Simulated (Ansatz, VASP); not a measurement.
## TePb: VASP beside Ansatz

File INCAR:

```
ALGO = Normal
EDIFF = 1E-7
ENCUT = 520
GGA = CA
ISIF = 2
ISMEAR = -1
LASPH = True
LCHARG = False
LREAL = False
LWAVE = False
NBANDS = 28
NELM = 100
PREC = Accurate
SIGMA = 0.02
```

The input KPOINTS:

```
k-points
0
Gamma
  6 6 4
```

File POSCAR:

```
TePb
1.0
    4.5439516052      0.0000000000      0.0000000000
   -2.2719758026      3.9351775237      0.0000000000
    0.0000000000      0.0000000000      7.9257635448
Pb Te
2 2
Direct
    0.0000000000      0.0000000000      0.0000000000
    0.0000000000      0.0000000000      0.5000000000
    0.3333333333      0.6666666667      0.2500000000
    0.6666666667      0.3333333333      0.7500000000
```

Input for Ansatz:

```yaml
crystal:
  lattice:
    - [4.5439516052, 0.0, 0.0]
    - [-2.2719758026, 3.9351775237, 0.0]
    - [0.0, 0.0, 7.9257635448]
  atoms:
    - { symbol: Pb, position: [0.0, 0.0, 0.0] }
    - { symbol: Pb, position: [0.0, 0.0, 0.5] }
    - { symbol: Te, position: [0.3333333333, 0.6666666667, 0.25] }
    - { symbol: Te, position: [0.6666666667, 0.3333333333, 0.75] }
kpoints:
  mp_grid: { grid: [6, 6, 4] }
  band_path:
    path:
      - [0.0, 0.0, 0.0]
      - [0.5, 0.0, 0.0]
      - [0.3333333333, 0.3333333333, 0.0]
      - [0.0, 0.0, 0.5]
      - [0.5, 0.0, 0.5]
      - [0.3333333333, 0.3333333333, 0.5]
    npoints: 1
hamiltonian:
  xc: lda
scf:
  occupations: { method: fermi_dirac, width: 0.02 }
  n_extra_bands: 5
output:
  forces: true
  stress: true
  eigenvalues: true
```

Alike in both runs: task single point; functional LDA; k mesh 6 × 6 × 4; occupations fermi-dirac, width 0.02 eV; no spin polarisation.

```csv
,VASP,Ansatz
version,VASP 6.6.1,Ansatz 0.2.0
potentials or method,"VASP PAW LDA potentials, release 64 (Pb_d, Te)","plane waves, PAW"
plane-wave cutoff (eV),520,420
valence electrons in the cell,40,60
```

Ansatz gave:

```
pressure (GPa)                                                : -2.9
traceless stress, the component that is largest in VASP (GPa) : -0.31
```

**Question.** What did VASP give for the same quantities?

**Answer.** Pressure (GPa): -2.9; traceless stress, the component that is largest in VASP (GPa): -0.29.

LDA's correlation is that of Perdew and Zunger in VASP and of Perdew and Wang (1992) in Ansatz. VASP's potentials hold 40 valence electrons a cell and Ansatz's 60, so a difference there can come from the potentials and not from the codes.

Spin-orbit coupling is off throughout.
